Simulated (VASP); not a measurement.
# Hf (P6_3/mmc) in VASP: a series of runs

Runs on Hf. Level: LDA. Tasks: single point, relaxation of cell and atoms.

All numbers are computed with VASP 6.6.1; they aren't measurements. Logs are shortened: lines on timing, memory, paths and dates and some standing lists are left out, and cuts for length are marked.

## (1) The cell of the first run

Symmetry: P6_3/mmc, No. 194, hexagonal system. Conventional cell: a = 3.118 Å, b = 3.118 Å, c = 4.947 Å, α = 90.00°, β = 90.00°, γ = 120.00°. Within 4.0 Å of Hf (site symmetry -6m2) lie 12 Hf at 3.06 to 3.12 Å.

## (2) Single point, LDA

Contents of INCAR:

```
PREC = Accurate
ENCUT = 520
EDIFF = 1E-6
ISMEAR = 0
SIGMA = 0.1
LREAL = F
LASPH = T
NELM = 60
ALGO = Normal
ISIF = 2
LWAVE = F
LCHARG = F
NBANDS = 17
```

Contents of KPOINTS:

```
Automatic mesh
0
Gamma
  12 12 8
```

Contents of POSCAR:

```
Hf
1.0
    3.1180173880      0.0000000028      0.0000000000
   -1.5590086964      2.7002822660      0.0000000000
    0.0000000000      0.0000000000      4.9467398315
Hf
2
Direct
    0.3333333333      0.6666666667      0.2500000000
    0.6666666667      0.3333333333      0.7500000000
```

Potentials or basis: VASP PAW LDA potentials, release 64 (Hf_pv).

Command:

```sh
$ cat potpaw_LDA.64/Hf_pv/POTCAR > POTCAR
$ mpirun -np 1 vasp_std > vasp.out
```

OUTCAR:

```text
PREC = Accurate
   ENCUT = 520
   EDIFF = 1E-6
   ISMEAR = 0
   LREAL = F
   LASPH = T
   NELM = 60
   ISIF = 2

 ion  position               nearest neighbor table
   1  0.333  0.667  0.250-   2 3.06   2 3.06   2 3.06   2 3.06   2 3.06   2 3.06
   2  0.667  0.333  0.750-   1 3.06   1 3.06   1 3.06   1 3.06   1 3.06   1 3.06

  LATTYP: Found a hexagonal cell.
 ALAT       =     3.1180173880
 C/A-ratio  =     1.5865016823

  Lattice vectors:

 A1 = (   3.1180173880,   0.0000000028,   0.0000000000)
 A2 = (  -1.5590086964,   2.7002822660,   0.0000000000)
 A3 = (   0.0000000000,   0.0000000000,   4.9467398315)

Analysis of symmetry for initial positions (statically):
=====================================================================
 Subroutine PRICEL returns:
 Original cell was already a primitive cell.

 Routine SETGRP: Setting up the symmetry group for a
 hexagonal supercell.

 Subroutine GETGRP returns: Found 24 space group operations
 (whereof 12 operations were pure point group operations)
 out of a pool of 24 trial point group operations.

The static configuration has the point symmetry D_3d.
 The point group associated with its full space group is D_6h.

Analysis of symmetry for dynamics (positions and initial velocities):
=====================================================================
 Subroutine PRICEL returns:
 Original cell was already a primitive cell.

 Routine SETGRP: Setting up the symmetry group for a
 hexagonal supercell.

 Subroutine GETGRP returns: Found 24 space group operations
 (whereof 12 operations were pure point group operations)
 out of a pool of 24 trial point group operations.

The dynamic configuration has the point symmetry D_3d.
 The point group associated with its full space group is D_6h.

 Subroutine INISYM returns: Found 24 space group operations
 (whereof 12 operations are pure point group operations),
 and found     1 'primitive' translations

----------------------------------------------------------------------------------------

                                     Primitive cell

  volume of cell :      41.6492

  direct lattice vectors                    reciprocal lattice vectors
     3.118017388  0.000000003  0.000000000     0.320716621  0.185165828  0.000000000
    -1.559008696  2.700282266  0.000000000    -0.000000000  0.370331655  0.000000000
     0.000000000  0.000000000  4.946739832     0.000000000  0.000000000  0.202153344

  length of vectors
     3.118017388  3.118017388  4.946739832     0.370331655  0.370331655  0.202153344

  position of ions in fractional coordinates (direct lattice)
     0.333333333  0.666666667  0.250000000
     0.666666667  0.333333333  0.750000000

  ion indices of the primitive-cell ions
   primitive index   ion index
                 1           1
                 2           2

----------------------------------------------------------------------------------------

 KPOINTS: Automatic mesh

Automatic generation of k-mesh.
 Grid dimensions read from file:
 generate k-points for:   12   12    8

 Generating k-lattice:

  Cartesian coordinates                     Fractional coordinates (reciprocal lattice)
     0.026726385  0.015430486  0.000000000     0.083333333  0.000000000  0.000000000
    -0.000000000  0.030860971  0.000000000     0.000000000  0.083333333  0.000000000
     0.000000000  0.000000000  0.025269168     0.000000000  0.000000000  0.125000000

  Length of vectors
     0.030860971  0.030860971  0.025269168

  Shift w.r.t. Gamma in fractional coordinates (k-lattice)
     0.000000000  0.000000000  0.000000000

 Subroutine IBZKPT returns following result:
 ===========================================

 Found     95 irreducible k-points:

 Following reciprocal coordinates:
            Coordinates               Weight
  0.000000  0.000000  0.000000      1.000000
  0.083333 -0.000000  0.000000      6.000000
  0.166667 -0.000000  0.000000      6.000000
  0.250000  0.000000  0.000000      6.000000
  0.333333 -0.000000  0.000000      6.000000
  0.416667 -0.000000  0.000000      6.000000
[... 16 lines left out ...]
  0.250000  0.000000  0.125000     12.000000
  0.333333 -0.000000  0.125000     12.000000
 [... further k-points ...]
   k-points           NKPTS =     95   k-points in BZ     NKDIM =     95   number of bands    NBANDS=     17
   number of dos      NEDOS =    301   number of ions     NIONS =      2
   total plane-waves  NPLWV =  23040
   dimension x,y,z NGX =    24 NGY =   24 NGZ =   40
   dimension x,y,z NGXF=    48 NGYF=   48 NGZF=   80
   ions per type =               2
   NGX,Y,Z   is equivalent  to a cutoff of  12.80, 12.80, 13.44 a.u.
   NGXF,Y,Z  is equivalent  to a cutoff of  25.59, 25.59, 26.89 a.u.
 SYSTEM =  unknown system
   PREC   = accura    normal or accurate (medium, high low for compatibility)
   ISTART =      0    job   : 0-new  1-cont  2-samecut
   ICHARG =      2    charge: 1-file 2-atom 10-const
   ISPIN  =      1    spin polarized calculation?
   LNONCOLLINEAR =      F non collinear calculations
   LSORBIT =      F    spin-orbit coupling
   LASPH  =      T    aspherical Exc in radial PAW
   ENCUT  =  520.0 eV  38.22 Ry    6.18 a.u.   5.80  5.80  9.20*2*pi/ulx,y,z
   NELM   =     60;   NELMIN=  2; NELMDL= -5     # of ELM steps
   EDIFF  = 0.1E-05   stopping-criterion for ELM
   LREAL  =      F    real-space projection
   EDIFFG = 0.1E-04   stopping-criterion for IOM
   NSW    =      0    number of steps for IOM
   IBRION =     -1    ionic relax: 0-MD 1-quasi-New 2-CG
   NFREE  =      0    steps in history (QN), initial steepest desc. (CG)
   ISIF   =      2    stress and relaxation
   ISYM   =      2    0-nonsym 1-usesym 2-fastsym
   POTIM  = 0.5000    time-step for ionic-motion
   TEBEG  =    0.0;   TEEND  =   0.0 temperature during run
   PSTRESS=    0.0 pullay stress
   NELECT =      20.0000    total number of electrons
   NUPDOWN=      -1.0000    fix difference up-down
   EMIN   =  10.00;   EMAX   =-10.00  energy-range for DOS
   EFERMI =   0.00;   METHOD = LEGACY
   ISMEAR =     0;   SIGMA  =   0.10  broadening in eV -4-tet -1-fermi 0-gaus
   EFERMI_NEDOS =   21; number of points for ismear=-14 and -15
   IALGO  =     38    algorithm
   IMIX   =      4    mixing-type and parameters
     AMIX     =   0.40;   BMIX     =  1.00
     AMIX_MAG =   1.60;   BMIX_MAG =  1.00
  volume/ion in A,a.u.               =      20.82       140.53
  Fermi-wavevector in a.u.,A,eV,Ry     =   1.281984  2.422598 22.360940  1.643483
  Thomas-Fermi vector in A             =   2.414322
   LORBIT       =      0    0 simple, 1 ext, 2 COOP (PROOUT), +10 PAW based schemes
   GGA     = CA    functional components
   LHFCALC =     F    Hartree Fock is set to
   AEXX    =    0.0000 exact exchange contribution
   IVDW    =     0    specifies the selected vdW correction
   LEPSILON=     F    determine dielectric tensor
   LRPA    =     F    only Hartree local field effects (RPA)
 non-spin polarized calculation
 Gauss-broadening in eV      SIGMA  =   0.10
  energy-cutoff  :      520.00
  volume of cell :       41.65
 maximum number of plane-waves:      1140
 NGX is ok and might be reduce to    24
   NGX = 11   NGY = 11   NGZ = 19

 number of electron      19.9999997 magnetization

 Free energy of the ion-electron system (eV)
  ---------------------------------------------------
  ext. energy  EPLUGINS =         0.00000000
  ---------------------------------------------------
  free energy    TOTEN  =       -21.39279465 eV

  energy without entropy =      -21.38546324  energy(sigma->0) =      -21.38912894

 E-fermi :   5.3212     XC(G=0): -11.8011

 val. band max:        5.3172564238   @ k =   0.1667  -0.0000   0.2500
 cond. band min:       5.3373832291   @ k =   0.0833   0.0833   0.0000
 fundamental gap:      0.0201268053
 Fermi energy:         5.3212418179

 k-point     1 :       0.0000    0.0000    0.0000
  band No.  band energies     occupation
      1     -25.5990      2.00000
      2     -24.6445      2.00000
      3     -24.6445      2.00000
      4     -24.4835      2.00000
      5     -24.4835      2.00000
      6     -24.4833      2.00000
[... 9 lines left out ...]
     16       8.0224      0.00000
     17      10.9504      0.00000

 k-point     2 :       0.0833   -0.0000    0.0000
  band No.  band energies     occupation
      1     -25.5759      2.00000
      2     -24.6953      2.00000
      3     -24.6614      2.00000
      4     -24.5372      2.00000
      5     -24.4938      2.00000
      6     -24.4902      2.00000
[... 9 lines left out ...]
     16       7.8061      0.00000
     17      11.1295      0.00000

 k-point     3 :       0.1667   -0.0000    0.0000
  band No.  band energies     occupation
      1     -25.5095      2.00000
      2     -24.8340      2.00000
      3     -24.7058      2.00000
      4     -24.6793      2.00000
      5     -24.5254      2.00000
      6     -24.5097      2.00000
[... 9 lines left out ...]
     16       8.1301      0.00000
     17      11.4983      0.00000

 k-point     4 :       0.2500    0.0000    0.0000
  band No.  band energies     occupation
      1     -25.4092      2.00000
      2     -25.0228      2.00000
      3     -24.8636      2.00000
      4     -24.7637      2.00000
      5     -24.5780      2.00000
      6     -24.5384      2.00000
[... 9 lines left out ...]
     16       9.0752      0.00000
     17      11.8363      0.00000
[... 343 lines left out ...]
      1     -25.4803      2.00000
      2     -24.8233      2.00000
      3     -24.7131      2.00000
      4     -24.6985      2.00000
      5     -24.5360      2.00000
      6     -24.5173      2.00000
[... 9 lines left out ...]
     16       8.1609      0.00000
     17      11.4813      0.00000

 k-point    23 :       0.2500    0.0000    0.1250
  band No.  band energies     occupation
      1     -25.3978      2.00000
      2     -25.0022      2.00000
      3     -24.8928      2.00000
      4     -24.7553      2.00000
      5     -24.5825      2.00000
      6     -24.5472      2.00000
[... 9 lines left out ...]
     16       8.9979      0.00000
     17      11.7523      0.00000

 k-point    24 :       0.3333   -0.0000    0.1250
  band No.  band energies     occupation
      1     -25.3397      2.00000
      2     -25.1450      2.00000
      3     -25.0572      2.00000
      4     -24.8099      2.00000
      5     -24.6446      2.00000
      6     -24.5785      2.00000
[... 9 lines left out ...]
     16      10.1010      0.00000
     17      11.9341      0.00000

 [... further k-points ...]

------------------------ aborting loop because EDIFF is reached ----------------------------------------

  FORCE on cell =-STRESS in cart. coord.  units (eV):
  Direction    XX          YY          ZZ          XY          YZ          ZX
  --------------------------------------------------------------------------------------
  -------------------------------------------------------------------------------------
  Total        0.0287936      0.0287936      0.0162353      0.0000000      0.0000000      0.0000000
  in kB        1.1076439      1.1076439      0.6245445      0.0000000      0.0000000      0.0000000
  external PRESSURE =       0.9466107 kB  Pullay stress =       0.0000000 kB

 VOLUME and BASIS-vectors are now :
 -----------------------------------------------------------------------------
  energy-cutoff  :      520.00
  volume of cell :       41.65
      direct lattice vectors                 reciprocal lattice vectors
     3.118017388  0.000000003  0.000000000     0.320716621  0.185165828  0.000000000
    -1.559008696  2.700282266  0.000000000    -0.000000000  0.370331655  0.000000000
     0.000000000  0.000000000  4.946739832     0.000000000  0.000000000  0.202153344

 POSITION                                       TOTAL-FORCE (eV/Angst)
 -----------------------------------------------------------------------------------
     -0.00000      1.80019      1.23668        -0.000000     -0.000000      0.000000
      1.55901      0.90009      3.71005         0.000000      0.000000      0.000000
 -----------------------------------------------------------------------------------
    total drift:                               -0.000000      0.000000     -0.000000

  FREE ENERGIE OF THE ION-ELECTRON SYSTEM (eV)
  ---------------------------------------------------
  free  energy   TOTEN  =       -21.3927946485 eV

  energy  without entropy=      -21.3854632374  energy(sigma->0) =      -21.38912894
```

Run time: 23 s. Hardware: 1 thread of AMD EPYC 9R45 (Zen 5), shared host; peak memory 0.15 GiB.

What came out:

```
Free energy            : -21.3928 eV
Pressure               : 0.1 GPa
Band gap on the k mesh : zero (band 10 reaches 6.43 eV, above the bottom of band 11 at 5.03 eV)
```

Caveat: spin-orbit coupling is left out, which moves the levels of the heavy elements.

## (3) Single point, LDA

Contents of INCAR:

```
SYSTEM = Hf
  PREC = Accurate
  ENCUT = 520
  EDIFF = 1E-6
  ISMEAR = -1
  SIGMA = 0.15
  LREAL = .False.
  LASPH = .True.
  NELM = 80
  ALGO = Fast
  ISIF = 2
  LWAVE = .False.
  LCHARG = .False.
  GGA = CA
  NBANDS = 17
```

Contents of KPOINTS:

```
Automatic mesh
0
Gamma
  12 12 8
  0 0 0
```

Contents of POSCAR:

```
Hf
1.0
    3.1156112727      0.0000000028      0.0000000000
   -1.5578056388      2.6981985091      0.0000000000
    0.0000000000      0.0000000000      4.9602472764
Hf
2
Direct
    0.3333333333      0.6666666667      0.2500000000
    0.6666666667      0.3333333333      0.7500000000
```

Potentials or basis: VASP PAW LDA potentials, release 64 (Hf_pv).

Command:

```sh
$ cat potpaw_LDA.64/Hf_pv/POTCAR > POTCAR
$ mpirun -np 1 vasp_std > vasp.out
```

Run time: 37 s. Hardware: 1 thread of AMD EPYC 9R45 (Zen 5), shared host; peak memory 0.15 GiB.

It converged, with:

| Property | Result |
| --- | --- |
| Free energy | -21.4531 eV |
| Pressure | 0.0 GPa |
| Band gap on the k mesh | zero (band 10 reaches 6.43 eV, above the bottom of band 11 at 5.03 eV) |

Levels at points of the mesh, in eV from the Fermi level:
```tsv
k point	band 8	band 9	band 10	band 11	band 12	band 13
(0.00, 0.00, 0.00)	-3.89	1.07	1.19	1.19	1.42	2.06
(0.50, 0.00, 0.00)	-2.98	-2.42	-0.49	0.79	0.98	1.81
(0.00, 0.00, 0.50)	-5.41	0.14	0.14	1.08	1.08	1.08
(0.50, 0.00, 0.50)	-3.58	-1.11	-1.11	1.60	1.60	2.82
```

Caveat: spin-orbit coupling is left out, which moves the levels of the heavy elements.

## (4) Relaxation of cell and atoms, LDA

Contents of INCAR:

```
ALGO = Normal ; EDIFF = 1E-7
EDIFFG = -0.001 ; ENCUT = 600
IBRION = 2 ; ISIF = 3
ISMEAR = -1 ; LASPH = True
LCHARG = False ; LREAL = False
LWAVE = False ; NELM = 100
NSW = 80 ; PREC = Accurate
SIGMA = 0.15
```

Contents of KPOINTS:

```
k-points
0
Gamma
  12 12 8
```

Contents of POSCAR:

```
Hf
1.0
    3.1180173880      0.0000000028      0.0000000000
   -1.5590086964      2.7002822660      0.0000000000
    0.0000000000      0.0000000000      4.9467398315
Hf
2
Direct
    0.3333333333      0.6666666667      0.2500000000
    0.6666666667      0.3333333333      0.7500000000
```

Command:

```sh
$ cat potpaw_LDA.64/Hf_pv/POTCAR > POTCAR
$ mpirun -np 1 vasp_std > vasp.out
```

It took 78 s on 1 thread of AMD EPYC 9R45 (Zen 5), shared host; peak memory 0.17 GiB.

The run converged. Its results:

```yaml
Free_energy: -21.4532 eV
Relaxed_volume: 20.87 Å³/atom
Relaxed_cell: a = 3.117 Å, b = 3.117 Å, c = 4.961 Å, α = 90.00°, β = 90.00°, γ = 120.00°
Space_group_after_relaxing_to_0.05_Å: P6_3/mmc (No. 194)
Energy_gained_by_relaxing: 0.1 meV/atom
Ionic_steps: 5
Pressure_after_relaxing: 0.0 GPa
Band_gap_on_the_k_mesh: zero (band 10 reaches 6.43 eV, above the bottom of band 11 at 5.02 eV)
```

The path:
| step | energy change (eV) | largest force (eV/Å) | pressure (GPa) | volume (Å³) |
| --- | --- | --- | --- | --- |
| 1 | 0.0000 | 0.0000 | 0.25 | 41.65 |
| 2 | -0.0001 | 0.0000 | -0.32 | 41.85 |
| 3 | -0.0001 | 0.0000 | -0.08 | 41.76 |
| 4 | -0.0002 | 0.0000 | -0.01 | 41.74 |
| 5 | -0.0002 | 0.0000 | -0.01 | 41.74 |

Final structure:
```xyz
2
Lattice="3.1169 0.0000 0.0000 -1.5584 2.6993 0.0000 0.0000 0.0000 4.9606" Properties=species:S:1:pos:R:3 pbc="T T T"
Hf    0.0000    1.7995    1.2402
Hf    1.5584    0.8998    3.7205
```

Levels at points of the mesh, in eV from the Fermi level:
```csv
k point,band 7,band 8,band 9,band 10,band 11,band 12,band 13,band 14
"(0.00, 0.00, 0.00)",-7.49,-3.89,1.07,1.19,1.19,1.42,2.06,2.06
"(0.50, 0.00, 0.00)",-3.39,-2.97,-2.41,-0.49,0.79,0.98,1.80,6.37
"(0.00, 0.00, 0.50)",-5.40,-5.40,0.14,0.14,1.08,1.08,1.08,1.08
"(0.50, 0.00, 0.50)",-3.58,-3.58,-1.11,-1.11,1.60,1.60,2.82,2.82
```

Caveat: spin-orbit coupling is left out, which moves the levels of the heavy elements.

## (5) Relaxation of cell and atoms, LDA

This run uses another cell than the first one, of 22.26 Å³/atom, 1.069 times its volume.

Contents of INCAR:

```
SYSTEM = Hf
ALGO     = Normal         ! electronic algorithm
EDIFF    = 1E-6           ! SCF threshold, eV
EDIFFG   = -0.002         ! ionic threshold
ENCUT    = 600            ! plane-wave cutoff, eV
IBRION   = 2              ! ionic algorithm
ISIF     = 3              ! what is computed and relaxed
ISMEAR   = 0              ! smearing method
LASPH    = .TRUE.         ! aspherical terms in the spheres
LCHARG   = .FALSE.        ! write CHGCAR
LREAL    = .FALSE.        ! projectors in reciprocal space
LWAVE    = .FALSE.        ! write WAVECAR
NELM     = 100            ! most SCF steps
NSW      = 100            ! ionic steps
PREC     = Accurate       ! precision mode
SIGMA    = 0.1            ! smearing width, eV
```

Contents of KPOINTS:

```
k-points
0
G
  12 12 8
  0 0 0
```

Contents of POSCAR:

```
Hf
1.0
    3.1923846300      0.0000000000      0.0000000000
   -1.5961923200      2.7646861900      0.0000000000
    0.0000000000      0.0000000000      5.0450416400
Hf
2
Direct
    0.3333333300      0.6666666700      0.2500000000
    0.6666666700      0.3333333300      0.7500000000
```

Command:

```sh
$ cat potpaw_LDA.64/Hf_pv/POTCAR > POTCAR
$ mpirun -np 1 vasp_std > vasp.out
```

Wall time 1.9 min (1 thread of AMD EPYC 9R45 (Zen 5), shared host); peak memory 0.18 GiB.

It converged, with:

* Free energy: -21.3932 eV
* Relaxed volume: 20.84 Å³/atom
* Relaxed cell: a = 3.119 Å, b = 3.119 Å, c = 4.947 Å, α = 90.00°, β = 90.00°, γ = 120.00°
* Space group after relaxing (to 0.05 Å): P6_3/mmc (No. 194)
* Energy gained by relaxing: 33.2 meV/atom
* Ionic steps: 8
* Pressure after relaxing: 0.0 GPa
* Band gap on the k mesh: zero (band 10 reaches 6.43 eV, above the bottom of band 11 at 5.02 eV)

The path:
```tsv
step	energy change (eV)	largest force (eV/Å)	pressure (GPa)	volume (Å³)
1	0.0000	0.0000	-7.13	44.53
2	0.0411	0.0000	11.24	38.44
3	-0.0663	0.0000	-0.16	41.74
4	-0.0664	0.0000	0.00	41.69
5	-0.0663	0.0000	0.16	41.63
6	-0.0664	0.0000	-0.16	41.74
7	-0.0664	0.0000	-0.10	41.72
8	-0.0665	0.0000	0.01	41.68
```

Final structure:
```yaml
crystal:
  lattice:
    - [3.11910, 0.00000, 0.00000]
    - [-1.55955, 2.70122, 0.00000]
    - [0.00000, 0.00000, 4.94699]
  atoms:
    - { symbol: Hf, position: [0.33333, 0.66667, 0.25000] }
    - { symbol: Hf, position: [0.66667, 0.33333, 0.75000] }
```

Levels at points of the mesh, in eV from the Fermi level:
```
           k point  band 8  band 9  band 10  band 11  band 12  band 13
(0.00, 0.00, 0.00)   -3.95    1.04     1.11     1.11     1.39     2.00
(0.50, 0.00, 0.00)   -3.04   -2.48    -0.57     0.70     0.93     1.76
(0.00, 0.00, 0.50)   -5.46    0.09     0.09     1.00     1.00     1.00
(0.50, 0.00, 0.50)   -3.65   -1.16    -1.16     1.53     1.53     2.73
```

Caveat: spin-orbit coupling is left out, which moves the levels of the heavy elements.

## (6) Summary

| task | cell | cutoff (eV) | smearing | gap on the mesh (eV) | pressure (GPa) | relaxed volume (Å³/atom) |
| --- | --- | --- | --- | --- | --- | --- |
| single point | a = 3.118, b = 3.118, c = 4.947 Å, angles 90.0, 90.0, 120.0°, 2 atoms | 520 | gaussian 0.1 eV | none | 0.1 | - |
| single point | a = 3.116, b = 3.116, c = 4.960 Å, angles 90.0, 90.0, 120.0°, 2 atoms | 520 | fermi-dirac 0.15 eV | none | 0.0 | - |
| relaxation of cell and atoms | relaxed from a = 3.118, b = 3.118, c = 4.947 Å, angles 90.0, 90.0, 120.0°, 2 atoms | 600 | fermi-dirac 0.15 eV | none | 0.0 | 20.87 |
| relaxation of cell and atoms | relaxed from a = 3.192, b = 3.192, c = 5.045 Å, angles 90.0, 90.0, 120.0°, 2 atoms | 600 | gaussian 0.1 eV | none | 0.0 | 20.84 |

Alike in all rows: level LDA; potentials or basis VASP PAW LDA potentials, release 64 (Hf_pv); no spin polarisation; k mesh 12 × 12 × 8.

Caveats: spin-orbit coupling is left out, which moves the levels of the heavy elements.

Absolute energies hang on the potentials; compare differences alone.
